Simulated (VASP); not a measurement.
# Si: single point with RPBE

Crystal: Si.

```
CELL_PARAMETERS angstrom
0.00000 2.71356 2.71356
2.71356 0.00000 2.71356
2.71356 2.71356 0.00000
ATOMIC_POSITIONS crystal
Si 0.75000 0.75000 0.75000
Si 0.50000 0.50000 0.50000
```

```json
{"Program": "VASP 6.6.1", "Task": "single point", "Functional": "RPBE", "Potentials or basis": "VASP PAW PBE potentials, release 64 (Si)", "Cutoff": "500 eV", "k mesh": "8 × 8 × 8", "Occupations": "gaussian, width 0.01 eV", "Spin": "no spin polarisation"}
```

```json
{
  "Pressure": "3.6 GPa",
  "Band gap on the k mesh": "0.67 eV, indirect (least direct gap 2.57 eV)"
}
```

Levels at points of the mesh, in eV from the valence-band top:
```tsv
k point	band 1	band 2	band 3	band 4	band 5	band 6	band 7	band 8
(0.00, 0.00, 0.00)	-11.95	0.00	0.00	0.00	2.57	2.57	2.57	3.52
(0.50, 0.00, 0.00)	-9.62	-6.95	-1.20	-1.20	1.62	3.34	3.34	7.86
(0.50, 0.50, 0.00)	-7.80	-7.80	-2.85	-2.85	0.76	0.76	10.18	10.18
```

It took 12 s on 1 thread of Intel Xeon 6975P-C (shared host), peak memory 0.15 GiB.

Caveat: the PAW data sets were made with another functional, which shifts forces and pressure a little. A k mesh can miss the band edges.
